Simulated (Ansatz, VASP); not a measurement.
## Al8N in VASP and in Ansatz

```xyz
9
Lattice="2.8543 0.0000 0.0000 -1.4272 2.4719 0.0000 0.0000 0.0000 33.4761" Properties=species:S:1:pos:R:3 pbc="T T T"
Al    0.0000    1.6479    4.0000
Al    0.0000    0.0000    6.3458
Al    1.4272    0.8240    8.6916
Al    0.0000    0.0000   11.0374
Al    0.0000    1.6479   13.3643
Al    0.0000    0.0000   15.7222
Al    1.4272    0.8240   18.0804
Al    0.0000    0.0000   20.4761
N     0.0000    0.0000   21.7861
```

Alike in both runs: task single point; functional PBE; k mesh 9 × 9 × 1; occupations gaussian, width 0.1 eV; no spin polarisation.

```csv
,VASP,Ansatz
version,VASP 6.6.1,Ansatz 0.2.0
potentials or method,"VASP PAW PBE potentials, release 64 (Al, N), cutoff 520 eV","scalar-relativistic, plane waves, PAW"
valence electrons in the cell,29,29
```

Ansatz gave:

```
gap on the k mesh at the Fermi level (eV) : none
rms of the force components (eV/Å)        : 9.848
```

**Question.** Which values does VASP return?

**Answer.** gap on the k mesh at the Fermi level (eV): none; rms of the force components (eV/Å): 9.539.

Atom by atom the forces differ by 0.309 eV/Å (rms over components). A gap of «none» marks a metal or a gap that the smearing closes. The functional is the same, so the differences come from potentials, cutoffs and numerics.
